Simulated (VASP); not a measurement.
Here is a VASP 6.6.1 calculation.

The input INCAR:

```
PREC = Accurate ; ENCUT = 530
EDIFF = 1E-6 ; ISMEAR = 0
SIGMA = 0.1 ; LREAL = False
LASPH = True ; NELM = 120
ALGO = Normal ; ISIF = 2
LWAVE = False ; LCHARG = False
GGA = CA ; NBANDS = 14
GGA_COMPAT = False
```

The input KPOINTS:

```
Automatic mesh
0
Gamma
  10 10 10
```

Contents of POSCAR:

```
Rh
1.0
    2.4807101097      0.0000000000      0.0000000000
    0.0000000000      2.4807101097      0.0000000000
    0.0000000000      0.0000000000      2.4807101097
Rh
1
Direct
    0.0000000000      0.0000000000      0.0000000000
```

Potentials or basis: VASP PAW LDA potentials, release 64 (Rh_sv_GW).

Launch:

```console
$ cat potpaw_LDA.64/Rh_sv_GW/POTCAR > POTCAR
$ mpirun -np 1 vasp_std > vasp.out
```

Problem. Predict the pressure.

Solution. -1.8 GPa.

Problem. Predict the band gap on the k mesh.

Solution. Zero (an odd number of electrons rules out a gap without spin polarisation).
